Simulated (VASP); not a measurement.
Wanted: the native input for a VASP 6.6.1 run.

```yaml
Task: single point
Functional: r2SCAN
Potentials_or_basis: VASP PAW PBE potentials, release 64 (Cl)
Cutoff: 520 eV
k_mesh: 7 × 7 × 4
Occupations: fermi-dirac, width 0.05 eV
Spin: no spin polarisation
Dipole_correction: no
Further_INCAR_settings: ALGO = Normal; EDIFF = 1e-07; NBANDS = 22
```

The system is Cl.

```
CELL_PARAMETERS angstrom
3.18639 -2.27961 0.00000
3.18639 2.27961 0.00000
0.00000 0.00000 8.31804
ATOMIC_POSITIONS crystal
Cl 0.37000 0.63000 0.40000
Cl 0.13000 0.87000 0.90000
Cl 0.63000 0.37000 0.60000
Cl 0.87000 0.13000 0.10000
```

These files were run (other wordings do the same):

POSCAR

```
Cl
1.0
    3.1863863250     -2.2796086586      0.0000000000
    3.1863863250      2.2796086586      0.0000000000
    0.0000000000      0.0000000000      8.3180387054
Cl
4
Direct
    0.3700000000      0.6300000000      0.4000000000
    0.1300000000      0.8700000000      0.9000000000
    0.6300000000      0.3700000000      0.6000000000
    0.8700000000      0.1300000000      0.1000000000
```

INCAR.step1

```
ALGO = Normal
EDIFF = 1E-4
ENCUT = 520
GGA = PE
ISMEAR = -1
LASPH = T
LCHARG = F
LREAL = F
LWAVE = T
NBANDS = 22
NELM = 60
PREC = Accurate
SIGMA = 0.05
```

INCAR.step2

```
ALGO = Normal
EDIFF = 1E-7
ENCUT = 520
ISIF = 2
ISMEAR = -1
ISTART = 1
LASPH = T
LCHARG = F
LMIXTAU = T
LREAL = F
LWAVE = F
METAGGA = R2SCAN
NBANDS = 22
NELM = 60
PREC = Accurate
SIGMA = 0.05
```

KPOINTS

```
k-points
0
Gamma
  7 7 4
```

Potentials or basis: VASP PAW PBE potentials, release 64 (Cl).

Launch:

```bash
$ cat potpaw_PBE.64/Cl/POTCAR > POTCAR
$ cp INCAR.step1 INCAR
$ mpirun -np 1 vasp_std > vasp.out
$ cp INCAR.step2 INCAR
$ mpirun -np 1 vasp_std > vasp.out
```

Results of the run:

| Item | Value |
| --- | --- |
| Pressure | -2.0 GPa |
| Largest force | 0.787 eV/Å |
| Band gap on the k mesh | 2.74 eV (least direct gap 2.79 eV) |

Caveat: the PAW data sets were made with another functional, which shifts forces and pressure a little.

Run time: 7.3 min on 1 thread of Oxide Virtual Turin-like Processor (shared host), peak memory 0.24 GiB.
